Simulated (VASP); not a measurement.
# Zr (P6_3/mmc) in VASP: settings compared

The runs below take Zr through single point, relaxation of cell and atoms, with RPBE+D4, r2SCAN+D3(BJ).

Everything below comes from runs of VASP 6.6.1. Logs are shortened: lines on timing, memory, paths and dates and some standing lists are left out, and cuts for length are marked.

### Step 1. The cell of the first run

It takes space group P6_3/mmc (No. 194, hexagonal). The conventional cell has a = 3.295 Å, b = 3.295 Å, c = 5.248 Å, α = 90.00°, β = 90.00°, γ = 120.00°. Zr (site symmetry -6m2) has 12 Zr at 3.24 to 3.30 Å within 4.3 Å.

### Step 2. Single point, RPBE+D4

Input file INCAR:

```
  PREC = Accurate
  ENCUT = 500
  EDIFF = 1E-6
  ISMEAR = -1
  SIGMA = 0.05
  LREAL = False
  LASPH = True
  NELM = 120
  ALGO = Normal
  ISIF = 2
  LWAVE = False
  LCHARG = False
  GGA = RP
  IVDW = 13
  NBANDS = 19
  GGA_COMPAT = False
```

Input file KPOINTS:

```
regular mesh
0
Gamma
  9 9 5
```

Input file POSCAR:

```
Zr
1.0
    3.2953886421      0.0000000000      0.0000000000
   -1.6476943210      2.8538902793      0.0000000000
    0.0000000000      0.0000000000      5.2479471970
Zr
2
Direct
    0.6666666667      0.3333333333      0.7500000000
    0.3333333333      0.6666666667      0.2500000000
```

Potentials or basis: VASP PAW PBE potentials, release 64 (Zr_sv).

Command:

```sh
> cat potpaw_PBE.64/Zr_sv/POTCAR > POTCAR
> mpirun -np 1 vasp_std > vasp.out
```

OUTCAR:

```text
PREC = Accurate
   ENCUT = 500
   EDIFF = 1E-6
   ISMEAR = -1
   LREAL = False
   LASPH = True
   NELM = 120
   ISIF = 2
   GGA = RP
   IVDW = 13

 ion  position               nearest neighbor table
   1  0.667  0.333  0.750-   2 3.24   2 3.24   2 3.24   2 3.24   2 3.24   2 3.24
   2  0.333  0.667  0.250-   1 3.24   1 3.24   1 3.24   1 3.24   1 3.24   1 3.24

  LATTYP: Found a hexagonal cell.
 ALAT       =     3.2953886421
 C/A-ratio  =     1.5925123762

  Lattice vectors:

 A1 = (   3.2953886421,   0.0000000000,   0.0000000000)
 A2 = (  -1.6476943210,   2.8538902793,   0.0000000000)
 A3 = (   0.0000000000,   0.0000000000,   5.2479471970)

Analysis of symmetry for initial positions (statically):
=====================================================================
 Subroutine PRICEL returns:
 Original cell was already a primitive cell.

 Routine SETGRP: Setting up the symmetry group for a
 hexagonal supercell.

 Subroutine GETGRP returns: Found 24 space group operations
 (whereof 12 operations were pure point group operations)
 out of a pool of 24 trial point group operations.

The static configuration has the point symmetry D_3d.
 The point group associated with its full space group is D_6h.

Analysis of symmetry for dynamics (positions and initial velocities):
=====================================================================
 Subroutine PRICEL returns:
 Original cell was already a primitive cell.

 Routine SETGRP: Setting up the symmetry group for a
 hexagonal supercell.

 Subroutine GETGRP returns: Found 24 space group operations
 (whereof 12 operations were pure point group operations)
 out of a pool of 24 trial point group operations.

The dynamic configuration has the point symmetry D_3d.
 The point group associated with its full space group is D_6h.

 Subroutine INISYM returns: Found 24 space group operations
 (whereof 12 operations are pure point group operations),
 and found     1 'primitive' translations

----------------------------------------------------------------------------------------

                                     Primitive cell

  volume of cell :      49.3553

  direct lattice vectors                    reciprocal lattice vectors
     3.295388642  0.000000000  0.000000000     0.303454344  0.175199447  0.000000000
    -1.647694321  2.853890279  0.000000000     0.000000000  0.350398895  0.000000000
     0.000000000  0.000000000  5.247947197     0.000000000  0.000000000  0.190550698

  length of vectors
     3.295388642  3.295388642  5.247947197     0.350398895  0.350398895  0.190550698

  position of ions in fractional coordinates (direct lattice)
     0.666666667  0.333333333  0.750000000
     0.333333333  0.666666667  0.250000000

  ion indices of the primitive-cell ions
   primitive index   ion index
                 1           1
                 2           2

----------------------------------------------------------------------------------------

 KPOINTS: regular mesh

Automatic generation of k-mesh.
 Grid dimensions read from file:
 generate k-points for:    9    9    5

 Generating k-lattice:

  Cartesian coordinates                     Fractional coordinates (reciprocal lattice)
     0.033717149  0.019466605  0.000000000     0.111111111  0.000000000  0.000000000
     0.000000000  0.038933211  0.000000000     0.000000000  0.111111111  0.000000000
     0.000000000  0.000000000  0.038110140     0.000000000  0.000000000  0.200000000

  Length of vectors
     0.038933211  0.038933211  0.038110140

  Shift w.r.t. Gamma in fractional coordinates (k-lattice)
     0.000000000  0.000000000  0.000000000

 Subroutine IBZKPT returns following result:
 ===========================================

 Found     36 irreducible k-points:

 Following reciprocal coordinates:
            Coordinates               Weight
  0.000000  0.000000  0.000000      1.000000
  0.111111  0.000000  0.000000      6.000000
  0.222222  0.000000  0.000000      6.000000
  0.333333 -0.000000  0.000000      6.000000
  0.444444  0.000000  0.000000      6.000000
  0.111111  0.111111  0.000000      6.000000
[... 16 lines left out ...]
  0.333333  0.222222  0.200000     24.000000
  0.333333  0.333333  0.200000      4.000000
 [... further k-points ...]
   k-points           NKPTS =     36   k-points in BZ     NKDIM =     36   number of bands    NBANDS=     19
   number of dos      NEDOS =    301   number of ions     NIONS =      2
   total plane-waves  NPLWV =  23040
   dimension x,y,z NGX =    24 NGY =   24 NGZ =   40
   dimension x,y,z NGXF=    48 NGYF=   48 NGZF=   80
   ions per type =               2
   NGX,Y,Z   is equivalent  to a cutoff of  12.11, 12.11, 12.67 a.u.
   NGXF,Y,Z  is equivalent  to a cutoff of  24.22, 24.22, 25.34 a.u.
 SYSTEM =  unknown system
   PREC   = accura    normal or accurate (medium, high low for compatibility)
   ISTART =      0    job   : 0-new  1-cont  2-samecut
   ICHARG =      2    charge: 1-file 2-atom 10-const
   ISPIN  =      1    spin polarized calculation?
   LNONCOLLINEAR =      F non collinear calculations
   LSORBIT =      F    spin-orbit coupling
   LASPH  =      T    aspherical Exc in radial PAW
   ENCUT  =  500.0 eV  36.75 Ry    6.06 a.u.   6.01  6.01  9.57*2*pi/ulx,y,z
   NELM   =    120;   NELMIN=  2; NELMDL= -5     # of ELM steps
   EDIFF  = 0.1E-05   stopping-criterion for ELM
   LREAL  =      F    real-space projection
   EDIFFG = 0.1E-04   stopping-criterion for IOM
   NSW    =      0    number of steps for IOM
   IBRION =     -1    ionic relax: 0-MD 1-quasi-New 2-CG
   NFREE  =      0    steps in history (QN), initial steepest desc. (CG)
   ISIF   =      2    stress and relaxation
   ISYM   =      2    0-nonsym 1-usesym 2-fastsym
   POTIM  = 0.5000    time-step for ionic-motion
   TEBEG  =    0.0;   TEEND  =   0.0 temperature during run
   PSTRESS=    0.0 pullay stress
   NELECT =      24.0000    total number of electrons
   NUPDOWN=      -1.0000    fix difference up-down
   EMIN   =  10.00;   EMAX   =-10.00  energy-range for DOS
   EFERMI =   0.00;   METHOD = LEGACY
   ISMEAR =    -1;   SIGMA  =   0.05  broadening in eV -4-tet -1-fermi 0-gaus
   EFERMI_NEDOS =   21; number of points for ismear=-14 and -15
   IALGO  =     38    algorithm
   IMIX   =      4    mixing-type and parameters
     AMIX     =   0.40;   BMIX     =  1.00
     AMIX_MAG =   1.60;   BMIX_MAG =  1.00
  volume/ion in A,a.u.               =      24.68       166.53
  Fermi-wavevector in a.u.,A,eV,Ry     =   1.287362  2.432762 22.548959  1.657302
  Thomas-Fermi vector in A             =   2.419381
   LORBIT       =      0    0 simple, 1 ext, 2 COOP (PROOUT), +10 PAW based schemes
   GGA     = RP    functional components
   LHFCALC =     F    Hartree Fock is set to
   AEXX    =    0.0000 exact exchange contribution
   IVDW    =    13    specifies the selected vdW correction
   LEPSILON=     F    determine dielectric tensor
   LRPA    =     F    only Hartree local field effects (RPA)
 non-spin polarized calculation
  energy-cutoff  :      500.00
  volume of cell :       49.36
 maximum number of plane-waves:      1284
   NGX = 13   NGY = 13   NGZ = 19

 number of electron      24.0000000 magnetization

 Free energy of the ion-electron system (eV)
  ---------------------------------------------------
  ext. energy  EPLUGINS =         0.00000000
  ---------------------------------------------------
  free energy    TOTEN  =       -16.19635382 eV

  energy without entropy =      -16.18186747  energy(sigma->0) =      -16.18911065

 E-fermi :   8.4623     XC(G=0): -10.7442

 val. band max:        8.4372855339   @ k =   0.0000   0.0000   0.4000
 cond. band min:       8.5141151815   @ k =   0.2222   0.2222   0.4000
 fundamental gap:      0.0768296476
 Fermi energy:         8.4622849209

 k-point     1 :       0.0000    0.0000    0.0000
  band No.  band energies     occupation
      1     -40.5479      2.00000
      2     -40.4276      2.00000
      3     -18.9703      2.00000
      4     -18.2485      2.00000
      5     -18.2485      2.00000
      6     -18.1423      2.00000
[... 11 lines left out ...]
     18      10.4836      0.00000
     19      12.6071      0.00000

 k-point     2 :       0.1111    0.0000    0.0000
  band No.  band energies     occupation
      1     -40.5372      2.00000
      2     -40.4233      2.00000
      3     -18.9396      2.00000
      4     -18.3148      2.00000
      5     -18.2703      2.00000
      6     -18.1994      2.00000
[... 11 lines left out ...]
     18      10.2262      0.00000
     19      12.7878      0.00000

 k-point     3 :       0.2222    0.0000    0.0000
  band No.  band energies     occupation
      1     -40.5089      2.00000
      2     -40.4132      2.00000
      3     -18.8548      2.00000
      4     -18.4828      2.00000
      5     -18.3664      2.00000
      6     -18.3226      2.00000
[... 11 lines left out ...]
     18      10.9978      0.00000
     19      13.0875      0.00000

 k-point     4 :       0.3333   -0.0000    0.0000
  band No.  band energies     occupation
      1     -40.4738      2.00000
      2     -40.4045      2.00000
      3     -18.7383      2.00000
      4     -18.6735      2.00000
      5     -18.5462      2.00000
      6     -18.3791      2.00000
[... 11 lines left out ...]
     18      12.1004      0.00000
     19      13.2865      0.00000

 k-point     5 :       0.4444    0.0000    0.0000
  band No.  band energies     occupation
      1     -40.4469      2.00000
      2     -40.4028      2.00000
      3     -18.7971      2.00000
      4     -18.6588      2.00000
      5     -18.6342      2.00000
      6     -18.4146      2.00000
[... 11 lines left out ...]
     18      13.3183      0.00000
     19      13.3695      0.00000
[... 334 lines left out ...]
      2     -40.4070      2.00000
      3     -18.8424      2.00000
      4     -18.7226      2.00000
      5     -18.5318      2.00000
      6     -18.4176      2.00000
[... 11 lines left out ...]
     18      13.1962      0.00000
     19      13.9406      0.00000

 k-point    22 :       0.2222    0.2222    0.2000
  band No.  band energies     occupation
      1     -40.4514      2.00000
      2     -40.4077      2.00000
      3     -18.7554      2.00000
      4     -18.6785      2.00000
      5     -18.5038      2.00000
      6     -18.4584      2.00000
[... 11 lines left out ...]
     18      12.7889      0.00000
     19      13.6055      0.00000

 k-point    23 :       0.3333    0.2222    0.2000
  band No.  band energies     occupation
      1     -40.4295      2.00000
      2     -40.4075      2.00000
      3     -18.7695      2.00000
      4     -18.6970      2.00000
      5     -18.5694      2.00000
      6     -18.4468      2.00000
[... 11 lines left out ...]
     18      13.1551      0.00000
     19      14.4541      0.00000

 k-point    24 :       0.3333    0.3333    0.2000
  band No.  band energies     occupation
      1     -40.4147      2.00000
      2     -40.4147      2.00000
      3     -18.6821      2.00000
      4     -18.6793      2.00000
      5     -18.6793      2.00000
      6     -18.4694      2.00000
[... 11 lines left out ...]
     18      12.5573      0.00000
     19      14.7394      0.00000

 [... further k-points ...]

------------------------ aborting loop because EDIFF is reached ----------------------------------------

  DFT-D4 for vdW energy calculation

  Edisp (eV):   -0.63805

  FORCE on cell =-STRESS in cart. coord.  units (eV):
  Direction    XX          YY          ZZ          XY          YZ          ZX
  --------------------------------------------------------------------------------------
  -------------------------------------------------------------------------------------
  Total      -1.44325    -1.44325    -1.33092    -0.00000     0.00000     0.00000
  in kB     -46.85088   -46.85088   -43.20456    -0.00000     0.00000     0.00000
  external pressure =      -45.64 kB  Pullay stress =        0.00 kB

 VOLUME and BASIS-vectors are now :
 -----------------------------------------------------------------------------
  energy-cutoff  :      500.00
  volume of cell :       49.36
      direct lattice vectors                 reciprocal lattice vectors
     3.295388642  0.000000000  0.000000000     0.303454344  0.175199447  0.000000000
    -1.647694321  2.853890279  0.000000000     0.000000000  0.350398895  0.000000000
     0.000000000  0.000000000  5.247947197     0.000000000  0.000000000  0.190550698

 POSITION                                       TOTAL-FORCE (eV/Angst)
 -----------------------------------------------------------------------------------
      1.64769      0.95130      3.93596        -0.000000      0.000000      0.000000
     -0.00000      1.90259      1.31199         0.000000     -0.000000      0.000000
 -----------------------------------------------------------------------------------
    total drift:                               -0.000000      0.000000     -0.000000

  FREE ENERGIE OF THE ION-ELECTRON SYSTEM (eV)
  ---------------------------------------------------
  free  energy   TOTEN  =       -16.8343992671 eV

  energy  without entropy=      -16.8199129249  energy(sigma->0) =      -16.82715610
```

It took 19 s on 1 thread of AMD EPYC 7R43 (Zen 3), shared host; peak memory 0.13 GiB.

Results:

```
Free energy                : -16.8344 eV
Pressure                   : -4.6 GPa
Band gap on the k mesh     : zero (band 12 reaches 9.31 eV, above the bottom of band 13 at 8.17 eV)
Dispersion energy per atom : -0.319 eV
```

Levels at points of the mesh, in eV from the Fermi level:
```csv
k point,band 8,band 9,band 10,band 11,band 12,band 13,band 14,band 15,band 16,band 17
"(0.00, 0.00, 0.00)",-26.59,-5.56,-2.89,0.84,0.84,0.93,0.98,1.48,1.48,2.02
```

Caveat: the PAW data sets were made with another functional, which shifts forces and pressure a little; pairwise dispersion overbinds metals, which lowers pressure and volume.

### Step 3. Single point, r2SCAN+D3(BJ)

This run uses another cell than the first one, of 23.07 Å³/atom, 0.935 times its volume.

Input file POSCAR:

```
Zr
1.0
    3.2202001218      0.0000000000      0.0000000000
   -1.6101000609      2.7887751108      0.0000000000
    0.0000000000      0.0000000000      5.1382595746
Zr
2
Direct
    0.6666666667      0.3333333333      0.7500000000
    0.3333333333      0.6666666667      0.2500000000
```

Input file INCAR.step1:

```
ALGO     = Normal         # electronic algorithm
EDIFF    = 1E-5           # SCF threshold, eV
ENCUT    = 550            # plane-wave cutoff, eV
GGA      = PE             # functional
GGA_COMPAT= F            
ISMEAR   = -1             # smearing method
LASPH    = T              # aspherical terms in the spheres
LCHARG   = F              # write CHGCAR
LREAL    = F              # projectors in reciprocal space
LWAVE    = T              # write WAVECAR
NBANDS   = 19             # bands
NELM     = 120            # most SCF steps
PREC     = Accurate       # precision mode
SIGMA    = 0.05           # smearing width, eV
```

Input file INCAR.step2:

```
ALGO     = Normal         # electronic algorithm
EDIFF    = 1E-6           # SCF threshold, eV
ENCUT    = 550            # plane-wave cutoff, eV
GGA_COMPAT= F            
ISIF     = 2              # what is computed and relaxed
ISMEAR   = -1             # smearing method
ISTART   = 1            
IVDW     = 12             # dispersion correction
LASPH    = T              # aspherical terms in the spheres
LCHARG   = T              # write CHGCAR
LELF     = T              # ELF
LMIXTAU  = T            
LREAL    = F              # projectors in reciprocal space
LVHAR    = T            
LWAVE    = F              # write WAVECAR
METAGGA  = R2SCAN         # meta-GGA
NBANDS   = 19             # bands
NELM     = 120            # most SCF steps
PREC     = Accurate       # precision mode
SIGMA    = 0.05           # smearing width, eV
VDW_A1   = 0.49484001   
VDW_A2   = 5.73083694   
VDW_S6   = 1.0          
VDW_S8   = 0.78981345
```

Input file KPOINTS:

```
k-points
0
Gamma
  9 9 5
```

Potentials or basis: VASP PAW PBE potentials, release 64 (Zr_sv).

Command:

```sh
> cat potpaw_PBE.64/Zr_sv/POTCAR > POTCAR
> cp INCAR.step1 INCAR
> mpirun -np 1 vasp_std > vasp.out
> cp INCAR.step2 INCAR
> mpirun -np 1 vasp_std > vasp.out
```

Run time: 2.3 min. Hardware: 1 thread of AMD EPYC 7R43 (Zen 3), shared host; peak memory 0.16 GiB.

Results (log left out):

- Free energy: -46.0138 eV
- Pressure: 0.0 GPa
- Band gap on the k mesh: zero (band 12 reaches 10.12 eV, above the bottom of band 13 at 8.82 eV)
- Dispersion energy per atom: -0.253 eV

Levels at points of the mesh, in eV from the Fermi level:
```tsv
k point	band 8	band 9	band 10	band 11	band 12	band 13	band 14	band 15	band 16	band 17
(0.00, 0.00, 0.00)	-27.34	-6.05	-3.25	0.96	0.96	1.03	1.11	1.71	1.71	2.40
```

Caveat: the PAW data sets were made with another functional, which shifts forces and pressure a little; pairwise dispersion overbinds metals, which lowers pressure and volume.

### Step 4. Relaxation of cell and atoms, r2SCAN+D3(BJ)

This run uses another cell than the first one, of 23.28 Å³/atom, 0.943 times its volume.

Input file POSCAR:

```
Zr
1.0
    3.2320000000      0.0000000000      0.0000000000
   -1.6160000000      2.7989941050      0.0000000000
    0.0000000000      0.0000000000      5.1470000000
Zr
2
Direct
    0.6666666667      0.3333333333      0.7500000000
    0.3333333333      0.6666666667      0.2500000000
```

Input file INCAR.step1:

```
SYSTEM = Zr
PREC = Accurate
ENCUT = 550
ISMEAR = -1
SIGMA = 0.05
LREAL = .False.
LASPH = .True.
NELM = 120
GGA = PE
ALGO = Normal
EDIFF = 1E-5
LWAVE = .True.
LCHARG = .False.
GGA_COMPAT = .False.
IBRION = 2
ISIF = 3
EDIFFG = -0.005
NELMIN = 4
NSW = 100
```

Input file INCAR.step2:

```
SYSTEM = Zr
PREC = Accurate
ENCUT = 550
EDIFF = 1E-7
ISMEAR = -1
SIGMA = 0.05
LREAL = .False.
LASPH = .True.
NELM = 120
ALGO = Normal
ISIF = 3
LWAVE = .False.
LCHARG = .False.
METAGGA = R2SCAN
LMIXTAU = .True.
IVDW = 12
VDW_S6 = 1.0
VDW_S8 = 0.78981345
VDW_A1 = 0.49484001
VDW_A2 = 5.73083694
IBRION = 2
NSW = 60
EDIFFG = -0.01
ISTART = 1
GGA_COMPAT = .False.
NELMIN = 4
```

Input file KPOINTS:

```
Automatic mesh
0
Gamma
  9 9 5
  0 0 0
```

Command:

```sh
> cat potpaw_PBE.64/Zr_sv/POTCAR > POTCAR
> cp INCAR.step1 INCAR
> mpirun -np 1 vasp_std > vasp.out
> cp INCAR.step2 INCAR
> mpirun -np 1 vasp_std > vasp.out
```

Wall time 9.1 min (1 thread of AMD EPYC 7R43 (Zen 3), shared host); peak memory 0.17 GiB.

It converged, with:

* Free energy: -46.0139 eV
* Relaxed volume: 23.06 Å³/atom
* Relaxed cell: a = 3.220 Å, b = 3.220 Å, c = 5.137 Å, α = 90.00°, β = 90.00°, γ = 120.00°
* Space group after relaxing (to 0.05 Å): P6_3/mmc (No. 194)
* Energy gained by relaxing: 0.6 meV/atom
* Ionic steps: 5
* Pressure after relaxing: 0.0 GPa
* Band gap on the k mesh: zero (band 12 reaches 10.13 eV, above the bottom of band 13 at 8.82 eV)
* Dispersion energy per atom: -0.253 eV

The path:
```csv
step,energy change (eV),largest force (eV/Å),pressure (GPa),volume (Å³)
1,0.0000,0.0000,-0.88,46.56
2,0.0001,0.0000,0.95,45.70
3,-0.0012,0.0000,0.01,46.14
4,-0.0012,0.0000,0.02,46.13
5,-0.0012,0.0000,0.02,46.13
```

Final structure:
```
Zr
1.0
     3.22005    0.00000    0.00000
    -1.61002    2.78864    0.00000
     0.00000    0.00000    5.13713
Zr
2
Direct
  0.66667 0.33333 0.75000
  0.33333 0.66667 0.25000
```

Levels at points of the mesh, in eV from the Fermi level:
```csv
k point,band 10,band 11,band 12,band 13,band 14,band 15
"(0.00, 0.00, 0.00)",-3.25,0.96,0.96,1.03,1.11,1.71
```

Caveat: the PAW data sets were made with another functional, which shifts forces and pressure a little; pairwise dispersion overbinds metals, which lowers pressure and volume.

### Step 5. The runs side by side

| task | level | cell | cutoff (eV) | gap on the mesh (eV) | pressure (GPa) |
| --- | --- | --- | --- | --- | --- |
| single point | RPBE+D4 | a = 3.295, b = 3.295, c = 5.248 Å, angles 90.0, 90.0, 120.0°, 2 atoms | 500 | none | -4.6 |
| single point | r2SCAN+D3(BJ) | a = 3.220, b = 3.220, c = 5.138 Å, angles 90.0, 90.0, 120.0°, 2 atoms | 550 | none | 0.0 |
| relaxation of cell and atoms | r2SCAN+D3(BJ) | relaxed from a = 3.232, b = 3.232, c = 5.147 Å, angles 90.0, 90.0, 120.0°, 2 atoms | 550 | none | 0.0 |

Alike in all rows: potentials or basis VASP PAW PBE potentials, release 64 (Zr_sv); no spin polarisation; k mesh 9 × 9 × 5; smearing fermi-dirac 0.05 eV.

Caveats: the PAW data sets were made with another functional, which shifts forces and pressure a little; pairwise dispersion overbinds metals, which lowers pressure and volume.

Absolute energies hang on the potentials; compare differences alone.
